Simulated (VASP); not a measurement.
Crystal: O.

```
CELL_PARAMETERS angstrom
3.89226 0.00000 0.00000
0.00000 3.78946 0.00000
-0.99666 0.00000 2.95341
ATOMIC_POSITIONS crystal
O 0.33297 0.69412 0.68129
O 0.66703 0.69412 0.81871
O 0.66703 0.30588 0.31871
O 0.33297 0.30588 0.18130
```

```yaml
Program: VASP 6.6.1
Task: relaxation of cell and atoms
Functional: r2SCAN
Potentials_or_basis: VASP PAW PBE potentials, release 64 (O)
Cutoff: 600 eV
k_mesh: 6 × 4 × 6
Occupations: gaussian, width 0.1 eV
Spin: no spin polarisation
```

At the start: pressure -2.4 GPa; volume 10.89 Å³/atom.

Where does the relaxation end?

Over 18 steps the energy falls by 14.8 meV/atom and the volume is 11.90 Å³/atom (+9.3 %); space group P2/c (No. 13, to 0.1 Å) before and after.

The path:
| step | energy change (eV) | largest force (eV/Å) | pressure (GPa) | volume (Å³) |
| --- | --- | --- | --- | --- |
| 1 | 0.0000 | 0.8926 | -2.38 | 43.56 |
| 2 | 0.8821 | 10.6301 | 30.30 | 42.54 |
| 3 | -0.0107 | 0.1933 | 0.10 | 43.44 |
| 4 | -0.0108 | 0.1846 | 0.25 | 43.44 |
| 5 | -0.0108 | 0.1854 | 0.31 | 43.43 |
| 6 | -0.0207 | 0.1077 | 0.65 | 43.47 |
| 7 | -0.0230 | 0.1656 | 0.93 | 43.50 |
| 8 | -0.0315 | 0.0982 | 1.11 | 43.85 |
| 9 | -0.0417 | 0.1953 | 1.80 | 44.89 |
| 10 | -0.0466 | 0.2703 | 0.60 | 45.42 |
| 11 | -0.0479 | 0.5413 | -0.55 | 45.94 |
| 12 | -0.0496 | 0.5045 | -0.55 | 46.09 |
| 13 | -0.0539 | 0.3929 | -0.55 | 46.53 |
| 14 | -0.0585 | 0.1679 | -0.49 | 47.42 |
| 15 | -0.0589 | 0.0932 | -0.46 | 47.75 |
| 16 | -0.0590 | 0.0468 | -0.25 | 47.68 |
| 17 | -0.0591 | 0.0439 | -0.08 | 47.62 |
| 18 | -0.0591 | 0.0364 | -0.08 | 47.60 |

Final structure:
```yaml
crystal:
  lattice:
    - [4.10294, 0.00000, 0.04954]
    - [0.00000, 4.08317, 0.00000]
    - [-1.01319, 0.00000, 2.82904]
  atoms:
    - { symbol: O, position: [0.34260, 0.68186, 0.67981] }
    - { symbol: O, position: [0.65740, 0.68186, 0.82019] }
    - { symbol: O, position: [0.65740, 0.31814, 0.32019] }
    - { symbol: O, position: [0.34260, 0.31814, 0.17981] }
```

Caveat: the standard files for N, O and F lose accuracy on very short bonds; spin is off for a triplet molecule; the PAW data sets were made with another functional, which shifts forces and pressure a little.
